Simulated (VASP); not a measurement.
Write the native input for VASP 6.6.1 that does the following.

- Task: single point
- Functional: PBE
- Potentials or basis: VASP PAW PBE potentials, release 64 (Pb_d, S)
- Cutoff: 520 eV
- k mesh: 8 × 8 × 8
- Occupations: gaussian, width 0.027 eV
- Spin: no spin polarisation
- Dipole correction: no
- Further INCAR settings: ALGO = Normal; EDIFF = 1e-06; NBANDS = 17

The structure of PbS (Galena) lies in POSCAR:

```
PbS
1.0
    0.0000000000      2.9657500000      2.9657500000
    2.9657500000      0.0000000000      2.9657500000
    2.9657500000      2.9657500000      0.0000000000
Pb S
1 1
Direct
    0.0000000000      0.0000000000      0.0000000000
    0.5000000000      0.5000000000      0.5000000000
```

These files were run (other wordings do the same):

INCAR

```
SYSTEM = PbS
ALGO = Normal ; EDIFF = 1E-6
ENCUT = 520 ; GGA = PE
ISIF = 2 ; ISMEAR = 0
LASPH = .True. ; LCHARG = .True.
LELF = .True. ; LREAL = .False.
LVHAR = .True. ; LWAVE = .False.
NBANDS = 17 ; NELM = 100
PREC = Accurate ; SIGMA = 0.027000000000000003
```

KPOINTS

```
k-points
0
Gamma
  8 8 8
  0 0 0
```

Potentials or basis: VASP PAW PBE potentials, release 64 (Pb_d, S).

Run with:

```sh
$ cat potpaw_PBE.64/Pb_d/POTCAR potpaw_PBE.64/S/POTCAR > POTCAR
$ mpirun -np 1 vasp_std > vasp.out
```

Results of the run:

- Pressure: 2.1 GPa
- Band gap on the k mesh: 0.36 eV, direct

Caveat: spin-orbit coupling is left out, which moves the levels of the heavy elements.

Wall time 39 s on 1 thread of Intel Xeon 8259CL (shared host), peak memory 0.18 GiB.
